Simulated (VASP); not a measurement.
PbSe: relaxation of cell and atoms with r2SCAN+rVV10

PbSe:

```
CELL_PARAMETERS angstrom
0.00000 3.39188 3.39188
3.39188 0.00000 3.39188
3.39188 3.39188 0.00000
ATOMIC_POSITIONS crystal
Pb 0.00000 0.00000 0.00000
Se 0.25000 0.25000 0.25000
```

```yaml
Program: VASP 6.6.1
Task: relaxation of cell and atoms
Functional: r2SCAN
Dispersion: rVV10
Potentials_or_basis: VASP PAW PBE potentials, release 64 (Pb_d, Se)
Cutoff: 550 eV
k_mesh: 6 × 6 × 6
Occupations: fermi-dirac, width 0.03 eV
Spin: no spin polarisation
Dipole_correction: no
Further_INCAR_settings: ALGO = Normal; EDIFF = 1e-07; IBRION = 2; EDIFFG = -0.01; NSW = 100; ISIF = 3
```

* Relaxed volume: 39.52 Å³/atom
* Relaxed cell: a = 4.817 Å, b = 4.817 Å, c = 4.817 Å, α = 60.00°, β = 60.00°, γ = 60.00°
* Space group after relaxing (to 0.05 Å): F-43m (No. 216)
* Energy gained by relaxing: 0.7 meV/atom
* Ionic steps: 3
* Pressure after relaxing: 0.0 GPa
* Band gap on the k mesh: 0.83 eV, indirect (least direct gap 1.27 eV)

Step by step:
```tsv
step	energy change (eV)	largest force (eV/Å)	pressure (GPa)	volume (Å³)
1	0.0000	0.0000	0.47	78.05
2	-0.0013	0.0000	-0.13	79.35
3	-0.0014	0.0000	0.00	79.04
```

Final structure:
```xyz
2
Lattice="0.0000 3.4062 3.4062 3.4062 0.0000 3.4062 3.4062 3.4062 0.0000" Properties=species:S:1:pos:R:3 pbc="T T T"
Pb    0.0000    0.0000    0.0000
Se    1.7031    1.7031    1.7031
```

Levels at points of the mesh, in eV from the valence-band top:
| k point | band 7 | band 8 | band 9 | band 10 | band 11 | band 12 | band 13 | band 14 |
| --- | --- | --- | --- | --- | --- | --- | --- | --- |
| (0.00, 0.00, 0.00) | -6.29 | -1.65 | -1.65 | -1.65 | 2.46 | 2.46 | 2.46 | 4.84 |
| (0.50, 0.00, 0.00) | -8.00 | -2.20 | -2.20 | -1.96 | 3.24 | 3.24 | 4.02 | 6.70 |
| (0.50, 0.50, 0.00) | -8.38 | -2.93 | -2.93 | -0.44 | 0.83 | 5.39 | 5.39 | 6.25 |

It took 8.9 min on 1 thread of AMD EPYC 9R45 (Zen 5), with other jobs on the host, peak memory 0.45 GiB.

Caveat: the PAW data sets were made with another functional, which shifts forces and pressure a little; spin-orbit coupling is left out, which moves the levels of the heavy elements. A k mesh can miss the band edges.
